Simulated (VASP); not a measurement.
**Mg: single point with PBEsol**

Mg:

```
CELL_PARAMETERS angstrom
3.20927 0.00000 0.00000
-1.60464 2.77931 0.00000
0.00000 0.00000 5.21033
ATOMIC_POSITIONS crystal
Mg 0.29286 0.58571 0.25000
Mg 0.66667 0.33333 0.75000
```

This cell differs from its parent crystal: atom 1 (Mg) moved by (+0.000, -0.225) A along x and y.

* Program: VASP 6.6.1
* Task: single point
* Functional: PBEsol
* Potentials or basis: VASP PAW PBE potentials, release 64 (Mg)
* Cutoff: 520 eV
* k mesh: 18 × 18 × 10
* Occupations: gaussian, width 0.15 eV
* Spin: no spin polarisation
* Dipole correction: no
* Further INCAR settings: ALGO = Fast; EDIFF = 1e-07; NBANDS = 9

```
Pressure               : -1.1 GPa
Largest force          : 0.113 eV/Å
Band gap on the k mesh : zero (bands 2 and 3 overlap by 2.22 eV)
```

Forces in eV/Å, atoms in the order of the input:
```
Mg   0.000  0.113  0.000
Mg   0.000 -0.113  0.000
```

Stress tensor (GPa, compression positive):
```
-0.56  0.00  0.00
 0.00 -1.72  0.00
 0.00  0.00 -0.94
```

Levels at points of the mesh, in eV from the Fermi level:
```
           k point  band 1  band 2  band 3  band 4  band 5  band 6
(0.00, 0.00, 0.00)   -6.87   -1.66   -1.23   10.85   10.85   10.92
(0.50, 0.00, 0.00)   -2.12   -2.11    2.69    2.96    3.33    3.64
(0.00, 0.50, 0.00)   -2.11   -2.11    2.56    3.09    3.13    3.74
(0.00, 0.00, 0.50)   -5.49   -5.49    5.00    5.00   11.59   11.59
(0.50, 0.00, 0.50)   -1.10   -1.10   -0.41   -0.41    7.87    7.87
(0.00, 0.50, 0.50)   -1.03   -1.03   -0.50   -0.50    7.97    7.97
```

Wall time 82 s on 1 thread of AMD EPYC 9R45 96-Core Processor (Zen 5), on a shared host, peak memory 0.3 GiB.

Caveat: the cell differs from its parent crystal (atom 1 (Mg) moved by (+0.000, -0.225) A along x and y); the PAW data sets were made with another functional, which shifts forces and pressure a little.
